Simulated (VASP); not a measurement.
# Be (P6_3/mmc) in VASP: notebook

Be is run at these levels: PBE; tasks: relaxation of cell and atoms, relaxation of shape and atoms at fixed volume.

Program: VASP 6.6.1. These are calculated values, not measurements. Logs are shortened: lines on timing, memory, paths and dates and some standing lists are left out, and cuts for length are marked.

## (1) The cell of the first run

It takes space group P6_3/mmc (No. 194, hexagonal). Conventional cell: a = 2.285 Å, b = 2.285 Å, c = 3.584 Å, α = 90.00°, β = 90.00°, γ = 120.00°. Be (site symmetry -6m2) has 12 Be at 2.23 to 2.29 Å within 2.9 Å.

## (2) Relaxation of cell and atoms, PBE

File INCAR:

```
SYSTEM = Be
ALGO = Normal ; EDIFF = 1E-6
EDIFFG = -0.002 ; ENCUT = 600
GGA = PE ; IBRION = 2
ISIF = 3 ; ISMEAR = 0
LASPH = .True. ; LCHARG = .False.
LREAL = .False. ; LWAVE = .False.
NELM = 100 ; NSW = 100
PREC = Accurate ; SIGMA = 0.1
```

File KPOINTS:

```
k-points
0
Gamma
  30 30 16
  0 0 0
```

File POSCAR:

```
Be
1.0
    2.2853000000      0.0000000000      0.0000000000
   -1.1426500000      1.9791278553      0.0000000000
    0.0000000000      0.0000000000      3.5842000000
Be
2
Direct
    0.3333333333      0.6666666667      0.2500000000
    0.6666666667      0.3333333333      0.7500000000
```

Potentials or basis: VASP PAW PBE potentials, release 64 (Be).

Launch:

```bash
$ cat potpaw_PBE.64/Be/POTCAR > POTCAR
$ mpirun -np 1 vasp_std > vasp.out
```

OUTCAR:

```text
SYSTEM = Be
   EDIFF = 1E-6
   EDIFFG = -0.002
   ENCUT = 600
   GGA = PE
   IBRION = 2
   ISIF = 3
   ISMEAR = 0
   LASPH = .True.
   LREAL = .False.
   NELM = 100
   NSW = 100
   PREC = Accurate

 ion  position               nearest neighbor table
   1  0.333  0.667  0.250-   2 2.23   2 2.23   2 2.23   2 2.23   2 2.23   2 2.23
   2  0.667  0.333  0.750-   1 2.23   1 2.23   1 2.23   1 2.23   1 2.23   1 2.23

  LATTYP: Found a hexagonal cell.
 ALAT       =     2.2853000000
 C/A-ratio  =     1.5683717674

  Lattice vectors:

 A1 = (   2.2853000000,   0.0000000000,   0.0000000000)
 A2 = (  -1.1426500000,   1.9791278553,   0.0000000000)
 A3 = (   0.0000000000,   0.0000000000,   3.5842000000)

Analysis of symmetry for initial positions (statically):
=====================================================================
 Subroutine PRICEL returns:
 Original cell was already a primitive cell.

 Routine SETGRP: Setting up the symmetry group for a
 hexagonal supercell.

 Subroutine GETGRP returns: Found 24 space group operations
 (whereof 12 operations were pure point group operations)
 out of a pool of 24 trial point group operations.

The static configuration has the point symmetry D_3d.
 The point group associated with its full space group is D_6h.

Analysis of symmetry for dynamics (positions and initial velocities):
=====================================================================
 Subroutine PRICEL returns:
 Original cell was already a primitive cell.

 Routine SETGRP: Setting up the symmetry group for a
 hexagonal supercell.

 Subroutine GETGRP returns: Found 24 space group operations
 (whereof 12 operations were pure point group operations)
 out of a pool of 24 trial point group operations.

The dynamic configuration has the point symmetry D_3d.
 The point group associated with its full space group is D_6h.

 Subroutine INISYM returns: Found 24 space group operations
 (whereof 12 operations are pure point group operations),
 and found     1 'primitive' translations

----------------------------------------------------------------------------------------

                                     Primitive cell

  volume of cell :      16.2110

  direct lattice vectors                    reciprocal lattice vectors
     2.285300000  0.000000000  0.000000000     0.437579311  0.252636533  0.000000000
    -1.142650000  1.979127855  0.000000000     0.000000000  0.505273066  0.000000000
     0.000000000  0.000000000  3.584200000     0.000000000  0.000000000  0.279002288

  length of vectors
     2.285300000  2.285300000  3.584200000     0.505273066  0.505273066  0.279002288

  position of ions in fractional coordinates (direct lattice)
     0.333333333  0.666666667  0.250000000
     0.666666667  0.333333333  0.750000000

  ion indices of the primitive-cell ions
   primitive index   ion index
                 1           1
                 2           2

----------------------------------------------------------------------------------------

 KPOINTS: k-points

Automatic generation of k-mesh.
 Grid dimensions read from file:
 generate k-points for:   30   30   16

 Generating k-lattice:

  Cartesian coordinates                     Fractional coordinates (reciprocal lattice)
     0.014585977  0.008421218  0.000000000     0.033333333  0.000000000  0.000000000
     0.000000000  0.016842436  0.000000000     0.000000000  0.033333333  0.000000000
     0.000000000  0.000000000  0.017437643     0.000000000  0.000000000  0.062500000

  Length of vectors
     0.016842436  0.016842436  0.017437643

  Shift w.r.t. Gamma in fractional coordinates (k-lattice)
     0.000000000  0.000000000  0.000000000

 Subroutine IBZKPT returns following result:
 ===========================================

 Found    819 irreducible k-points:

 Following reciprocal coordinates:
            Coordinates               Weight
  0.000000  0.000000  0.000000      1.000000
  0.033333  0.000000  0.000000      6.000000
  0.066667  0.000000  0.000000      6.000000
  0.100000  0.000000  0.000000      6.000000
  0.133333  0.000000  0.000000      6.000000
  0.166667  0.000000  0.000000      6.000000
[... 16 lines left out ...]
  0.233333  0.033333  0.000000     12.000000
  0.266667  0.033333  0.000000     12.000000
 [... further k-points ...]
   k-points           NKPTS =    819   k-points in BZ     NKDIM =    819   number of bands    NBANDS=      6
   number of dos      NEDOS =    301   number of ions     NIONS =      2
   total plane-waves  NPLWV =   9720
   dimension x,y,z NGX =    18 NGY =   18 NGZ =   30
   dimension x,y,z NGXF=    36 NGYF=   36 NGZF=   60
   ions per type =               2
   NGX,Y,Z   is equivalent  to a cutoff of  13.09, 13.09, 13.91 a.u.
   NGXF,Y,Z  is equivalent  to a cutoff of  26.19, 26.19, 27.83 a.u.
 SYSTEM =  Be
   PREC   = accura    normal or accurate (medium, high low for compatibility)
   ISTART =      0    job   : 0-new  1-cont  2-samecut
   ICHARG =      2    charge: 1-file 2-atom 10-const
   ISPIN  =      1    spin polarized calculation?
   LNONCOLLINEAR =      F non collinear calculations
   LSORBIT =      F    spin-orbit coupling
   LASPH  =      T    aspherical Exc in radial PAW
   ENCUT  =  600.0 eV  44.10 Ry    6.64 a.u.   4.56  4.56  7.16*2*pi/ulx,y,z
   NELM   =    100;   NELMIN=  2; NELMDL= -5     # of ELM steps
   EDIFF  = 0.1E-05   stopping-criterion for ELM
   LREAL  =      F    real-space projection
   EDIFFG = -.2E-02   stopping-criterion for IOM
   NSW    =    100    number of steps for IOM
   IBRION =      2    ionic relax: 0-MD 1-quasi-New 2-CG
   NFREE  =      1    steps in history (QN), initial steepest desc. (CG)
   ISIF   =      3    stress and relaxation
   ISYM   =      2    0-nonsym 1-usesym 2-fastsym
   POTIM  = 0.5000    time-step for ionic-motion
   TEBEG  =    0.0;   TEEND  =   0.0 temperature during run
   PSTRESS=    0.0 pullay stress
   NELECT =       4.0000    total number of electrons
   NUPDOWN=      -1.0000    fix difference up-down
   EMIN   =  10.00;   EMAX   =-10.00  energy-range for DOS
   EFERMI =   0.00;   METHOD = LEGACY
   ISMEAR =     0;   SIGMA  =   0.10  broadening in eV -4-tet -1-fermi 0-gaus
   EFERMI_NEDOS =   21; number of points for ismear=-14 and -15
   IALGO  =     38    algorithm
   IMIX   =      4    mixing-type and parameters
     AMIX     =   0.40;   BMIX     =  1.00
     AMIX_MAG =   1.60;   BMIX_MAG =  1.00
  volume/ion in A,a.u.               =       8.11        54.70
  Fermi-wavevector in a.u.,A,eV,Ry     =   1.026814  1.940397 14.345258  1.054347
  Thomas-Fermi vector in A             =   2.160726
   LORBIT       =      0    0 simple, 1 ext, 2 COOP (PROOUT), +10 PAW based schemes
   GGA     = PE    functional components
   LHFCALC =     F    Hartree Fock is set to
   AEXX    =    0.0000 exact exchange contribution
   IVDW    =     0    specifies the selected vdW correction
   LEPSILON=     F    determine dielectric tensor
   LRPA    =     F    only Hartree local field effects (RPA)
 conjugate gradient relaxation of ions
 non-spin polarized calculation
 Gauss-broadening in eV      SIGMA  =   0.10
  energy-cutoff  :      600.00
  volume of cell :       16.21
 maximum number of plane-waves:       556
   NGX =  9   NGY =  9   NGZ = 15

--------------------------------------- Ionic step        1  -------------------------------------------

 number of electron       4.0000000 magnetization

 Free energy of the ion-electron system (eV)
  ---------------------------------------------------
  ext. energy  EPLUGINS =         0.00000000
  ---------------------------------------------------
  free energy    TOTEN  =        -7.53245133 eV

  energy without entropy =       -7.53207758  energy(sigma->0) =       -7.53226445

------------------------ aborting loop because EDIFF is reached ----------------------------------------

  FORCE on cell =-STRESS in cart. coord.  units (eV):
  Direction    XX          YY          ZZ          XY          YZ          ZX
  --------------------------------------------------------------------------------------
  -------------------------------------------------------------------------------------
  Total       -0.2964281     -0.2964281     -0.2358150      0.0000000      0.0000000      0.0000000
  in kB      -29.2968313    -29.2968313    -23.3062701      0.0000000      0.0000000      0.0000000
  external PRESSURE =     -27.2999776 kB  Pullay stress =       0.0000000 kB

 VOLUME and BASIS-vectors are now :
 -----------------------------------------------------------------------------
  energy-cutoff  :      600.00
  volume of cell :       16.21
      direct lattice vectors                 reciprocal lattice vectors
     2.285300000  0.000000000  0.000000000     0.437579311  0.252636533  0.000000000
    -1.142650000  1.979127855  0.000000000     0.000000000  0.505273066  0.000000000
     0.000000000  0.000000000  3.584200000     0.000000000  0.000000000  0.279002288
[... 217 lines left out ...]
 POSITION                                       TOTAL-FORCE (eV/Angst)
 -----------------------------------------------------------------------------------
     -0.00000      1.30781      0.89069        -0.000000      0.000000      0.000000
      1.13260      0.65390      2.67208         0.000000     -0.000000      0.000000
 -----------------------------------------------------------------------------------
    total drift:                                0.000000     -0.000000      0.000000

  FREE ENERGIE OF THE ION-ELECTRON SYSTEM (eV)
  ---------------------------------------------------
  free  energy   TOTEN  =        -7.5357604469 eV

  energy  without entropy=       -7.5353639044  energy(sigma->0) =       -7.53556218

--------------------------------------- Ionic step        8  -------------------------------------------

 number of electron       4.0000000 magnetization

 Free energy of the ion-electron system (eV)
  ---------------------------------------------------
  ext. energy  EPLUGINS =         0.00000000
  ---------------------------------------------------
  free energy    TOTEN  =        -7.53576125 eV

  energy without entropy =       -7.53536492  energy(sigma->0) =       -7.53556309

 E-fermi :   6.9996     XC(G=0): -10.6003

 val. band max:        6.9781422264   @ k =   0.2667   0.1667   0.0625
 cond. band min:       7.0434124880   @ k =   0.2000   0.2000   0.0000
 fundamental gap:      0.0652702616
 Fermi energy:         6.9996062162

 k-point     1 :       0.0000    0.0000    0.0000
  band No.  band energies     occupation
      1      -4.3305      2.00000
      2       2.5874      2.00000
      3       8.1387      0.00000
      4      22.9647      0.00000
      5      22.9647      0.00000
      6      25.8149      0.00000

 k-point     2 :       0.0333    0.0000    0.0000
  band No.  band energies     occupation
      1      -4.2986      2.00000
      2       2.6292      2.00000
      3       8.1483      0.00000
      4      22.6875      0.00000
      5      22.7436      0.00000
      6      25.8206      0.00000
[... 181 lines left out ...]
 k-point    23 :       0.2333    0.0333    0.0000
  band No.  band energies     occupation
      1      -2.5091      2.00000
      2       4.9558      2.00000
      3       8.3466      0.00000
      4      15.0705      0.00000
      5      18.3329      0.00000
      6      22.8945      0.00000

 k-point    24 :       0.2667    0.0333    0.0000
  band No.  band energies     occupation
      1      -1.9989      2.00000
      2       5.6137      2.00000
      3       8.1700      0.00000
      4      14.1201      0.00000
      5      17.7976      0.00000
      6      21.4427      0.00000

 [... further k-points ...]

------------------------ aborting loop because EDIFF is reached ----------------------------------------

  FORCE on cell =-STRESS in cart. coord.  units (eV):
  Direction    XX          YY          ZZ          XY          YZ          ZX
  --------------------------------------------------------------------------------------
  -------------------------------------------------------------------------------------
  Total        0.0003040      0.0003040      0.0004143      0.0000000      0.0000000      0.0000000
  in kB        0.0307531      0.0307531      0.0419087      0.0000000      0.0000000      0.0000000
  external PRESSURE =       0.0344716 kB  Pullay stress =       0.0000000 kB

 VOLUME and BASIS-vectors are now :
 -----------------------------------------------------------------------------
  energy-cutoff  :      600.00
  volume of cell :       15.84
      direct lattice vectors                 reciprocal lattice vectors
     2.265477977  0.000000000  0.000000000     0.441407955  0.254847001 -0.000000000
    -1.132738989  1.961961480  0.000000000     0.000000000  0.509694003 -0.000000000
     0.000000000  0.000000000  3.563145368     0.000000000 -0.000000000  0.280650913

 POSITION                                       TOTAL-FORCE (eV/Angst)
 -----------------------------------------------------------------------------------
     -0.00000      1.30797      0.89079        -0.000000      0.000000      0.000000
      1.13274      0.65399      2.67236         0.000000     -0.000000      0.000000
 -----------------------------------------------------------------------------------
    total drift:                                0.000000     -0.000000      0.000000

  FREE ENERGIE OF THE ION-ELECTRON SYSTEM (eV)
  ---------------------------------------------------
  free  energy   TOTEN  =        -7.5357612540 eV

  energy  without entropy=       -7.5353649163  energy(sigma->0) =       -7.53556309

 reached required accuracy - stopping structural energy minimisation
```

It took 5.5 min on 1 thread of Intel Xeon 8259CL, shared host; peak memory 0.2 GiB.

What came out:

* Free energy: -7.5358 eV
* Relaxed volume: 7.92 Å³/atom
* Relaxed cell: a = 2.265 Å, b = 2.265 Å, c = 3.563 Å, α = 90.00°, β = 90.00°, γ = 120.00°
* Space group after relaxing (to 0.1 Å): P6_3/mmc (No. 194)
* Energy gained by relaxing: 1.7 meV/atom
* Ionic steps: 8
* Pressure after relaxing: 0.0 GPa
* Band gap on the k mesh: zero (bands 2 and 3 overlap by 2.16 eV)

The path:
```
step  energy change (eV)  largest force (eV/Å)  pressure (GPa)  volume (Å³)
   1              0.0000                0.0000           -2.73        16.21
   2             -0.0032                0.0000           -0.38        15.89
   3             -0.0033                0.0000            0.01        15.84
   4             -0.0033                0.0000            0.07        15.83
   5             -0.0033                0.0000            0.05        15.83
   6             -0.0033                0.0000            0.05        15.83
   7             -0.0033                0.0000            0.05        15.83
   8             -0.0033                0.0000            0.00        15.84
```

Final structure:
```
CELL_PARAMETERS angstrom
2.26548 0.00000 0.00000
-1.13274 1.96196 0.00000
0.00000 0.00000 3.56315
ATOMIC_POSITIONS crystal
Be 0.33333 0.66667 0.25000
Be 0.66667 0.33333 0.75000
```

## (3) Relaxation of shape and atoms at fixed volume, PBE (8.15 Å³/atom)

This run uses another cell than the first one, of 8.15 Å³/atom.

File INCAR:

```
PREC = Accurate
ENCUT = 600
EDIFF = 1E-7
ISMEAR = 0
SIGMA = 0.1
LREAL = F
LASPH = T
NELM = 60
ALGO = Fast
ISIF = 4
LWAVE = F
LCHARG = F
GGA = PE
IBRION = 2
NSW = 50
EDIFFG = -0.01
```

File KPOINTS:

```
Automatic mesh
0
Gamma
  30 30 16
```

File POSCAR:

```
Be
1.0
    2.2870563338      0.0000000000      0.0000000000
   -1.1435281669      1.9806488849      0.0000000000
    0.0000000000      0.0000000000      3.5968884174
Be
2
Direct
    0.3333333333      0.6666666667      0.2500000000
    0.6666666667      0.3333333333      0.7500000000
```

Potentials or basis: VASP PAW PBE potentials, release 64 (Be).

Launch:

```bash
$ cat potpaw_PBE.64/Be/POTCAR > POTCAR
$ mpirun -np 1 vasp_std > vasp.out
```

Run time: 3.4 min. Hardware: 1 thread of Intel Xeon 8259CL, shared host; peak memory 0.21 GiB.

Results (log left out):

```
Free energy               : -7.5309 eV
Energy gained by relaxing : 0.0 meV/atom
Ionic steps               : 2
Pressure after relaxing   : -3.3 GPa
Band gap on the k mesh    : zero (bands 2 and 3 overlap by 2.13 eV)
```

Stress tensor (GPa, compression positive):
```
-3.30  0.00  0.00
 0.00 -3.30  0.00
 0.00  0.00 -3.37
```

Final structure:
```
Be
1.0
     2.28785    0.00000    0.00000
    -1.14393    1.98134    0.00000
     0.00000    0.00000    3.59438
Be
2
Direct
  0.33333 0.66667 0.25000
  0.66667 0.33333 0.75000
```

Levels at points of the mesh, in eV from the Fermi level:
| k point | band 1 | band 2 | band 3 | band 4 | band 5 | band 6 |
| --- | --- | --- | --- | --- | --- | --- |
| (0.00, 0.00, 0.00) | -11.18 | -4.31 | 1.05 | 15.58 | 15.58 | 18.38 |
| (0.50, 0.00, 0.00) | -4.90 | -3.11 | 3.57 | 6.40 | 6.59 | 9.17 |
| (0.00, 0.00, 0.50) | -9.04 | -9.04 | 10.53 | 10.53 | 17.20 | 17.20 |
| (0.50, 0.00, 0.50) | -3.54 | -3.54 | 1.48 | 1.48 | 11.73 | 11.73 |

The gap in the log of VASP goes by the Fermi energy; the results here count the filled bands.